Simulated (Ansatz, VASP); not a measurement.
Cl: VASP beside Ansatz

```
CELL_PARAMETERS angstrom
2.53395 0.00000 0.00000
-1.26697 2.19446 0.00000
0.00000 0.00000 3.71078
ATOMIC_POSITIONS crystal
Cl 0.33333 0.66667 0.25000
Cl 0.66667 0.33333 0.75000
```

Change from the starting cell: volume scaled by 0.45, PAW files.

Alike in both runs: task single point; functional PBE; k mesh 14 × 14 × 8; occupations fermi-dirac, width 0.08 eV; no spin polarisation.

|  | VASP | Ansatz |
| --- | --- | --- |
| version | VASP 6.6.1 | Ansatz 0.2.0 |
| potentials or method | VASP PAW PBE potentials, release 64 (Cl) | PAW with Ansatz's default frozen-core files, scalar-relativistic |
| plane-wave cutoff (eV) | 520 | 420 |
| valence electrons in the cell | 14 | 14 |

```csv
,VASP,Ansatz,Ansatz less VASP
pressure (GPa),130.4,131.5,+1.12
"traceless stress, the component that is largest in VASP (GPa)",0.00,0.09,+0.091
```

Both programs put the cell under a high pressure, so it lies far from rest at this level. The functional is the same, so the differences come from potentials, cutoffs and numerics.

Noted on VASP's run: the cell as given lies far from equilibrium.
